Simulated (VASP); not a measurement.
Set up this calculation in VASP 6.6.1, as the native input.

| Property | Result |
| --- | --- |
| Task | single point |
| Functional | PBE |
| Potentials or basis | VASP PAW PBE potentials, release 64 (Co) |
| Cutoff | 520 eV |
| k mesh | 11 × 11 × 3 |
| Occupations | fermi-dirac, width 0.15 eV |
| Spin | collinear spin, ferromagnetic start |
| Starting moments | [2.5, 2.5, 2.5, 2.5] μB |
| Dipole correction | no |
| Further INCAR settings | ALGO = Normal; EDIFF = 1e-07; NBANDS = 30 |

The structure of Co lies in POSCAR:

```
Co
1.0
    2.5347607311      0.0000000000      0.0000000000
   -1.2673803656      2.1951671825      0.0000000000
    0.0000000000      0.0000000000      8.2984111495
Co
4
Direct
    0.0000000000      0.0000000000      0.0000000000
    0.3333333333      0.6666666667      0.2500000000
    0.0000000000      0.0000000000      0.5000000000
    0.6666666667      0.3333333333      0.7500000000
```

These files were run (other wordings do the same):

INCAR

```
SYSTEM = Co
ALGO = Normal
EDIFF = 1E-7
ENCUT = 520
GGA = PE
ISIF = 2
ISMEAR = -1
ISPIN = 2
LASPH = .True.
LCHARG = .False.
LMAXMIX = 4
LORBIT = 11
LREAL = .False.
LWAVE = .False.
MAGMOM = 2.5 2.5 2.5 2.5
NBANDS = 30
NELM = 150
PREC = Accurate
SIGMA = 0.15
```

KPOINTS

```
k-points
0
Gamma
  11 11 3
  0 0 0
```

Potentials or basis: VASP PAW PBE potentials, release 64 (Co).

Command:

```console
$ cat potpaw_PBE.64/Co/POTCAR > POTCAR
$ mpirun -np 1 vasp_std > vasp.out
```

It gave:

| Property | Result |
| --- | --- |
| Pressure | -10.9 GPa |
| Net moment | 6.56 μB per cell |
| Site moments | Co +1.66, +1.68 (each value once) μB |
| Valence electrons inside the program's atomic spheres | Co 8.16 |

Caveat: the cell stands under tension.

It took 100 s on 1 thread of Intel(R) Xeon(R) Platinum 8488C (Sapphire Rapids), on a shared host, peak memory 0.21 GiB.
